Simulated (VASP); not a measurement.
# Si (R-3m) in VASP: a series of runs

Runs on Si. Level: PBE. Tasks: single point.

Everything below comes from runs of VASP 6.6.1. Logs are shortened: lines on timing, memory, paths and dates and some standing lists are left out, and cuts for length are marked.

### 1 The cell of the first run

The structure is trigonal, space group R-3m (No. 166). The conventional cell has a = 3.927 Å, b = 3.927 Å, c = 9.355 Å, α = 90.00°, β = 90.00°, γ = 120.00°. Si (site symmetry 3m) has 4 Si at 2.36 to 2.39 Å within 3.1 Å.

### 2 Single point, PBE (epitaxial 111 strain +2.0%)

INCAR reads:

```
ALGO = Normal
EDIFF = 1E-6
ENCUT = 520
GGA = PE
ISIF = 2
ISMEAR = 0
LASPH = True
LCHARG = False
LREAL = False
LWAVE = False
NBANDS = 11
NELM = 100
PREC = Accurate
SIGMA = 0.01
```

KPOINTS reads:

```
k-points
0
Gamma
  4 4 4
```

POSCAR reads:

```
Si
1.0
   -0.0506090239      2.7259522496      2.7259522496
    2.7259522496     -0.0506090239      2.7259522496
    2.7259522496      2.7259522496     -0.0506090239
Si
2
Direct
   -0.0011050607     -0.0011050607     -0.0011050607
    0.2511050607      0.2511050607      0.2511050607
```

Potentials or basis: VASP PAW PBE potentials, release 64 (Si).

The run is started by

```bash
$ cat potpaw_PBE.64/Si/POTCAR > POTCAR
$ mpirun -np 1 vasp_std > vasp.out
```

OUTCAR:

```text
EDIFF = 1E-6
   ENCUT = 520
   GGA = PE
   ISIF = 2
   ISMEAR = 0
   LASPH = True
   LREAL = False
   NELM = 100
   PREC = Accurate

 ion  position               nearest neighbor table
   1  0.999  0.999  0.999-   2 2.36   2 2.39   2 2.39   2 2.39
   2  0.251  0.251  0.251-   1 2.36   1 2.39   1 2.39   1 2.39

  LATTYP: Found a trigonal (rhomboedric) cell.
 ALAT       =     3.8554108221
 COS(alpha) =     0.4813514121

  Lattice vectors:

 A1 = (  -0.0506090239,   2.7259522496,   2.7259522496)
 A2 = (   2.7259522496,  -0.0506090239,   2.7259522496)
 A3 = (   2.7259522496,   2.7259522496,  -0.0506090239)

Analysis of symmetry for initial positions (statically):
=====================================================================
 Subroutine PRICEL returns:
 Original cell was already a primitive cell.

 Routine SETGRP: Setting up the symmetry group for a
 trigonal (rhombohedral) supercell.

 Subroutine GETGRP returns: Found 12 space group operations
 (whereof  6 operations were pure point group operations)
 out of a pool of 12 trial point group operations.

The static configuration has the point symmetry C_3v.
 The point group associated with its full space group is D_3d.

Analysis of symmetry for dynamics (positions and initial velocities):
=====================================================================
 Subroutine PRICEL returns:
 Original cell was already a primitive cell.

 Routine SETGRP: Setting up the symmetry group for a
 trigonal (rhombohedral) supercell.

 Subroutine GETGRP returns: Found 12 space group operations
 (whereof  6 operations were pure point group operations)
 out of a pool of 12 trial point group operations.

The dynamic configuration has the point symmetry C_3v.
 The point group associated with its full space group is D_3d.

 Subroutine INISYM returns: Found 12 space group operations
 (whereof  6 operations are pure point group operations),
 and found     1 'primitive' translations

----------------------------------------------------------------------------------------

                                     Primitive cell

  volume of cell :      41.6402

  direct lattice vectors                    reciprocal lattice vectors
    -0.050609024  2.725952250  2.725952250    -0.178391562  0.181766166  0.181766166
     2.725952250 -0.050609024  2.725952250     0.181766166 -0.178391562  0.181766166
     2.725952250  2.725952250 -0.050609024     0.181766166  0.181766166 -0.178391562

  length of vectors
     3.855410822  3.855410822  3.855410822     0.312892038  0.312892038  0.312892038

  position of ions in fractional coordinates (direct lattice)
     0.998894939  0.998894939  0.998894939
     0.251105061  0.251105061  0.251105061

  ion indices of the primitive-cell ions
   primitive index   ion index
                 1           1
                 2           2

----------------------------------------------------------------------------------------

 KPOINTS: k-points

Automatic generation of k-mesh.
 Grid dimensions read from file:
 generate k-points for:    4    4    4

 Generating k-lattice:

  Cartesian coordinates                     Fractional coordinates (reciprocal lattice)
    -0.044597891  0.045441541  0.045441541     0.250000000  0.000000000  0.000000000
     0.045441541 -0.044597891  0.045441541     0.000000000  0.250000000  0.000000000
     0.045441541  0.045441541 -0.044597891     0.000000000  0.000000000  0.250000000

  Length of vectors
     0.078223010  0.078223010  0.078223010

  Shift w.r.t. Gamma in fractional coordinates (k-lattice)
     0.000000000  0.000000000  0.000000000

 Subroutine IBZKPT returns following result:
 ===========================================

 Found     13 irreducible k-points:

 Following reciprocal coordinates:
            Coordinates               Weight
  0.000000  0.000000  0.000000      1.000000
  0.250000  0.000000 -0.000000      6.000000
  0.500000  0.000000 -0.000000      3.000000
  0.250000  0.250000  0.000000      6.000000
  0.500000  0.250000  0.000000     12.000000
 -0.250000  0.250000  0.000000      6.000000
  0.500000  0.500000  0.000000      3.000000
  0.250000  0.250000  0.250000      2.000000
  0.500000  0.250000  0.250000      6.000000
 -0.250000  0.250000  0.250000      6.000000
  0.500000  0.500000  0.250000      6.000000
 -0.250000  0.500000  0.250000      6.000000
  0.500000  0.500000  0.500000      1.000000
   k-points           NKPTS =     13   k-points in BZ     NKDIM =     13   number of bands    NBANDS=     11
   number of dos      NEDOS =    301   number of ions     NIONS =      2
   total plane-waves  NPLWV =  27000
   dimension x,y,z NGX =    30 NGY =   30 NGZ =   30
   dimension x,y,z NGXF=    60 NGYF=   60 NGZF=   60
   ions per type =               2
   NGX,Y,Z   is equivalent  to a cutoff of  12.94, 12.94, 12.94 a.u.
   NGXF,Y,Z  is equivalent  to a cutoff of  25.87, 25.87, 25.87 a.u.
 SYSTEM =  unknown system
   PREC   = accura    normal or accurate (medium, high low for compatibility)
   ISTART =      0    job   : 0-new  1-cont  2-samecut
   ICHARG =      2    charge: 1-file 2-atom 10-const
   ISPIN  =      1    spin polarized calculation?
   LNONCOLLINEAR =      F non collinear calculations
   LSORBIT =      F    spin-orbit coupling
   LASPH  =      T    aspherical Exc in radial PAW
   ENCUT  =  520.0 eV  38.22 Ry    6.18 a.u.   7.17  7.17  7.17*2*pi/ulx,y,z
   NELM   =    100;   NELMIN=  2; NELMDL= -5     # of ELM steps
   EDIFF  = 0.1E-05   stopping-criterion for ELM
   LREAL  =      F    real-space projection
   EDIFFG = 0.1E-04   stopping-criterion for IOM
   NSW    =      0    number of steps for IOM
   IBRION =     -1    ionic relax: 0-MD 1-quasi-New 2-CG
   NFREE  =      0    steps in history (QN), initial steepest desc. (CG)
   ISIF   =      2    stress and relaxation
   ISYM   =      2    0-nonsym 1-usesym 2-fastsym
   POTIM  = 0.5000    time-step for ionic-motion
   TEBEG  =    0.0;   TEEND  =   0.0 temperature during run
   PSTRESS=    0.0 pullay stress
   NELECT =       8.0000    total number of electrons
   NUPDOWN=      -1.0000    fix difference up-down
   EMIN   =  10.00;   EMAX   =-10.00  energy-range for DOS
   EFERMI =   0.00;   METHOD = LEGACY
   ISMEAR =     0;   SIGMA  =   0.01  broadening in eV -4-tet -1-fermi 0-gaus
[... 48 lines left out ...]
      7       7.9813      0.00000
      8       8.6509      0.00000
      9      13.1633      0.00000
     10      13.1633      0.00000
     11      13.2975      0.00000

 k-point     2 :       0.2500    0.0000   -0.0000
  band No.  band energies     occupation
      1      -5.4597      2.00000
      2       1.5650      2.00000
      3       4.7188      2.00000
      4       4.8530      2.00000
      5       7.4421      0.00000
      6       8.8532      0.00000
      7       9.0639      0.00000
      8      12.0099      0.00000
      9      12.5395      0.00000
     10      12.8383      0.00000
     11      14.3779      0.00000

 k-point     3 :       0.5000    0.0000   -0.0000
  band No.  band energies     occupation
      1      -4.0289      2.00000
      2      -1.3284      2.00000
      3       4.3171      2.00000
      4       4.4135      2.00000
      5       6.9640      0.00000
      6       8.7747      0.00000
      7       8.9494      0.00000
      8      13.2072      0.00000
      9      15.6884      0.00000
     10      16.0038      0.00000
     11      16.2117      0.00000

 k-point     4 :       0.2500    0.2500    0.0000
  band No.  band energies     occupation
      1      -5.1737      2.00000
      2       1.9556      2.00000
      3       3.5547      2.00000
      4       3.7641      2.00000
      5       6.6323      0.00000
      6       8.6026      0.00000
      7      11.0678      0.00000
      8      11.1062      0.00000
      9      13.2027      0.00000
     10      14.3387      0.00000
     11      16.6722      0.00000

 k-point     5 :       0.5000    0.2500    0.0000
  band No.  band energies     occupation
      1      -3.6230      2.00000
      2      -0.8280      2.00000
      3       2.0646      2.00000
      4       3.4520      2.00000
      5       7.1309      0.00000
      6       9.6831      0.00000
      7      10.9973      0.00000
      8      11.4034      0.00000
      9      15.3896      0.00000
     10      16.0265      0.00000
     11      17.2387      0.00000

 k-point     6 :      -0.2500    0.2500    0.0000
  band No.  band energies     occupation
      1      -4.2919      2.00000
      2       0.0684      2.00000
      3       1.8546      2.00000
      4       4.2711      2.00000
      5       7.9850      0.00000
      6      10.1842      0.00000
      7      10.5705      0.00000
      8      11.5999      0.00000
      9      12.0479      0.00000
     10      14.6062      0.00000
     11      17.7304      0.00000

 k-point     7 :       0.5000    0.5000    0.0000
  band No.  band energies     occupation
      1      -2.2516      2.00000
      2      -2.1732      2.00000
      3       2.6129      2.00000
      4       2.8407      2.00000
      5       6.1191      0.00000
      6       6.3820      0.00000
      7      15.1473      0.00000
      8      15.2846      0.00000
      9      16.2908      0.00000
     10      16.3038      0.00000
     11      17.8533      0.00000

 k-point     8 :       0.2500    0.2500    0.2500
  band No.  band energies     occupation
      1      -5.4112      2.00000
      2       1.7872      2.00000
      3       4.6194      2.00000
      4       4.6194      2.00000
      5       7.1259      0.00000
      6       8.8861      0.00000
      7       8.8861      0.00000
      8      12.1736      0.00000
      9      12.5824      0.00000
     10      12.5824      0.00000
     11      14.2571      0.00000

 k-point     9 :       0.5000    0.2500    0.2500
  band No.  band energies     occupation
      1      -4.2042      2.00000
      2       0.0666      2.00000
      3       1.8898      2.00000
      4       4.1210      2.00000
      5       7.7896      0.00000
      6      10.1139      0.00000
      7      10.4168      0.00000
      8      11.3321      0.00000
      9      11.8262      0.00000
     10      15.1717      0.00000
     11      17.8709      0.00000

 k-point    10 :      -0.2500    0.2500    0.2500
  band No.  band energies     occupation
      1      -3.6426      2.00000
      2      -0.7474      2.00000
      3       2.0919      2.00000
      4       3.2757      2.00000
      5       6.9469      0.00000
      6      10.1750      0.00000
      7      11.2508      0.00000
      8      11.3872      0.00000
      9      15.1995      0.00000
     10      15.5886      0.00000
     11      17.2337      0.00000

 k-point    11 :       0.5000    0.5000    0.2500
  band No.  band energies     occupation
      1      -3.5089      2.00000
      2      -0.7979      2.00000
      3       2.0515      2.00000
      4       3.2279      2.00000
      5       6.8858      0.00000
      6       9.9977      0.00000
      7      10.7694      0.00000
      8      11.1581      0.00000
      9      15.4992      0.00000
     10      16.0787      0.00000
     11      17.5428      0.00000

 k-point    12 :      -0.2500    0.5000    0.2500
  band No.  band energies     occupation
      1      -2.1391      2.00000
      2      -1.9893      2.00000
      3       1.7589      2.00000
      4       1.8074      2.00000
      5       9.5851      0.00000
      6       9.8232      0.00000
      7      10.2188      0.00000
      8      10.5320      0.00000
      9      15.7619      0.00000
     10      15.8051      0.00000
     11      18.1428      0.00000

 k-point    13 :       0.5000    0.5000    0.5000
  band No.  band energies     occupation
      1      -3.8415      2.00000
      2      -1.2776      2.00000
      3       4.1710      2.00000
      4       4.1710      2.00000
      5       6.5984      0.00000
      6       8.6977      0.00000
      7       8.6977      0.00000
      8      12.9430      0.00000
      9      16.0455      0.00000
     10      16.0455      0.00000
     11      16.6316      0.00000

------------------------ aborting loop because EDIFF is reached ----------------------------------------

  FORCE on cell =-STRESS in cart. coord.  units (eV):
  Direction    XX          YY          ZZ          XY          YZ          ZX
  --------------------------------------------------------------------------------------
  -------------------------------------------------------------------------------------
  Total       -0.2684072     -0.2684072     -0.2684072      0.3496258      0.3496258      0.3496258
  in kB      -10.3274305    -10.3274305    -10.3274305     13.4524559     13.4524559     13.4524559
  external PRESSURE =     -10.3274305 kB  Pullay stress =       0.0000000 kB

 VOLUME and BASIS-vectors are now :
 -----------------------------------------------------------------------------
  energy-cutoff  :      520.00
  volume of cell :       41.64
      direct lattice vectors                 reciprocal lattice vectors
    -0.050609024  2.725952250  2.725952250    -0.178391562  0.181766166  0.181766166
     2.725952250 -0.050609024  2.725952250     0.181766166 -0.178391562  0.181766166
     2.725952250  2.725952250 -0.050609024     0.181766166  0.181766166 -0.178391562

 POSITION                                       TOTAL-FORCE (eV/Angst)
 -----------------------------------------------------------------------------------
      5.39533      5.39533      5.39533         0.001763      0.001763      0.001763
      1.35629      1.35629      1.35629        -0.001763     -0.001763     -0.001763
 -----------------------------------------------------------------------------------
    total drift:                               -0.000000     -0.000000     -0.000000

  FREE ENERGIE OF THE ION-ELECTRON SYSTEM (eV)
  ---------------------------------------------------
  free  energy   TOTEN  =       -10.6542769140 eV

  energy  without entropy=      -10.6542769140  energy(sigma->0) =      -10.65427691
```

Wall time 14 s (1 thread of Intel Xeon 6975P-C, shared host); peak memory 0.15 GiB.

What came out:

* Free energy: -10.6543 eV
* Pressure: -1.0 GPa
* Largest force: 0.003 eV/Å
* Band gap on the k mesh: 0.49 eV, indirect (least direct gap 2.29 eV)

Forces on the atoms (eV/Å):
```
Si   0.002  0.002  0.002
Si  -0.002 -0.002 -0.002
```

Caveat: the k points lie up to 0.49 Å⁻¹ apart; the cell differs from its parent crystal (epitaxial 111 strain +2.0%). A k mesh can miss the band edges.

### 3 Single point, PBE (epitaxial 111 strain +3.0%)

INCAR reads:

```
SYSTEM = Si
ALGO = Normal ; EDIFF = 1E-6
ENCUT = 520 ; GGA = PE
ISIF = 2 ; ISMEAR = 0
LASPH = .TRUE. ; LCHARG = .TRUE.
LELF = .TRUE. ; LREAL = .FALSE.
LVHAR = .TRUE. ; LWAVE = .FALSE.
NBANDS = 11 ; NELM = 100
PREC = Accurate ; SIGMA = 0.01
```

KPOINTS reads:

```
k-points
0
G
  4 4 4
  0 0 0
```

POSCAR reads:

```
Si
1.0
   -0.0755118157      2.7282706468      2.7282706468
    2.7282706468     -0.0755118157      2.7282706468
    2.7282706468      2.7282706468     -0.0755118157
Si
2
Direct
   -0.0016041212     -0.0016041212     -0.0016041212
    0.2516041212      0.2516041212      0.2516041212
```

Potentials or basis: VASP PAW PBE potentials, release 64 (Si).

The run is started by

```bash
$ cat potpaw_PBE.64/Si/POTCAR > POTCAR
$ mpirun -np 1 vasp_std > vasp.out
```

It took 16 s on 1 thread of Intel Xeon 6975P-C, shared host; peak memory 0.15 GiB.

Results (log left out):

```yaml
Free_energy: -10.6356 eV
Pressure: -2.3 GPa
Band_gap_on_the_k_mesh: 0.41 eV, indirect (least direct gap 2.12 eV)
```

Forces on the atoms (eV/Å):
```
Si   0.001  0.001  0.001
Si  -0.001 -0.001 -0.001
```

Stress tensor (GPa, compression positive):
```
-2.31  1.95  1.95
 1.95 -2.31  1.95
 1.95  1.95 -2.31
```

Levels at points of the mesh, in eV from the valence-band top:
| k point | band 1 | band 2 | band 3 | band 4 | band 5 | band 6 | band 7 | band 8 |
| --- | --- | --- | --- | --- | --- | --- | --- | --- |
| (0.00, 0.00, 0.00) | -11.80 | -0.29 | -0.29 | 0.00 | 2.12 | 2.18 | 2.18 | 3.07 |
| (0.50, 0.00, 0.00) | -9.66 | -6.94 | -1.34 | -1.21 | 1.27 | 3.08 | 3.35 | 7.53 |
| (0.50, 0.50, 0.00) | -7.90 | -7.78 | -3.07 | -2.74 | 0.41 | 0.80 | 9.26 | 9.47 |
| (0.50, 0.50, 0.50) | -9.38 | -6.87 | -1.56 | -1.56 | 0.74 | 2.97 | 2.97 | 7.15 |

Caveat: the k points lie up to 0.49 Å⁻¹ apart; the cell differs from its parent crystal (epitaxial 111 strain +3.0%). A k mesh can miss the band edges.

### 4 Single point, PBE (epitaxial 111 strain +4.0%)

INCAR reads:

```
PREC     = Accurate       # precision mode
ENCUT    = 520            # plane-wave cutoff, eV
EDIFF    = 1E-6           # SCF threshold, eV
ISMEAR   = 0              # smearing method
SIGMA    = 0.01           # smearing width, eV
LREAL    = False          # projectors in reciprocal space
LASPH    = True           # aspherical terms in the spheres
NELM     = 60             # most SCF steps
ALGO     = Normal         # electronic algorithm
ISIF     = 2              # what is computed and relaxed
LWAVE    = False          # write WAVECAR
LCHARG   = False          # write CHGCAR
GGA      = PE             # functional
NBANDS   = 11             # bands
```

KPOINTS reads:

```
Automatic mesh
0
Gamma
  4 4 4
```

POSCAR reads:

```
Si
1.0
   -0.0993604714      2.7316431801      2.7316431801
    2.7316431801     -0.0993604714      2.7316431801
    2.7316431801      2.7316431801     -0.0993604714
Si
2
Direct
   -0.0020481837     -0.0020481837     -0.0020481837
    0.2520481837      0.2520481837      0.2520481837
```

The run is started by

```bash
$ cat potpaw_PBE.64/Si/POTCAR > POTCAR
$ mpirun -np 1 vasp_std > vasp.out
```

Run time: 16 s. Hardware: 1 thread of Intel Xeon 6975P-C, shared host; peak memory 0.15 GiB.

It converged, with:

* Free energy: -10.6079 eV
* Pressure: -3.5 GPa
* Band gap on the k mesh: 0.34 eV, indirect (least direct gap 1.88 eV)

Stress tensor (GPa, compression positive):
```
-3.51  2.49  2.49
 2.49 -3.51  2.49
 2.49  2.49 -3.51
```

Levels at points of the mesh, in eV from the valence-band top:
```tsv
k point	band 1	band 2	band 3	band 4	band 5	band 6	band 7	band 8	band 9
(0.00, 0.00, 0.00)	-11.73	-0.35	-0.35	0.00	1.88	2.09	2.09	3.15	7.44
(0.50, 0.00, 0.00)	-9.66	-6.91	-1.35	-1.20	1.20	3.02	3.38	7.49	9.69
(0.50, 0.50, 0.00)	-7.91	-7.75	-3.12	-2.69	0.34	0.84	8.99	9.28	10.37
(0.50, 0.50, 0.50)	-9.29	-6.84	-1.64	-1.64	0.52	2.89	2.89	7.00	10.37
```

Caveat: the k points lie up to 0.48 Å⁻¹ apart; the cell differs from its parent crystal (epitaxial 111 strain +4.0%).

### 5 Overview

| cell | gap on the mesh (eV) | pressure (GPa) |
| --- | --- | --- |
| a = 3.855 Å, angles 61.2°, 2 atoms | 0.49 | -1.0 |
| a = 3.859 Å, angles 61.8°, 2 atoms | 0.41 | -2.3 |
| a = 3.864 Å, angles 62.4°, 2 atoms | 0.34 | -3.5 |

Alike in all rows: task single point; level PBE; potentials or basis VASP PAW PBE potentials, release 64 (Si); no spin polarisation; k mesh 4 × 4 × 4; cutoff (eV) 520; smearing gaussian 0.01 eV.

Caveats: all runs use coarse meshes.

Total energies depend on the potentials used, so only differences within one code and one set of settings carry meaning.
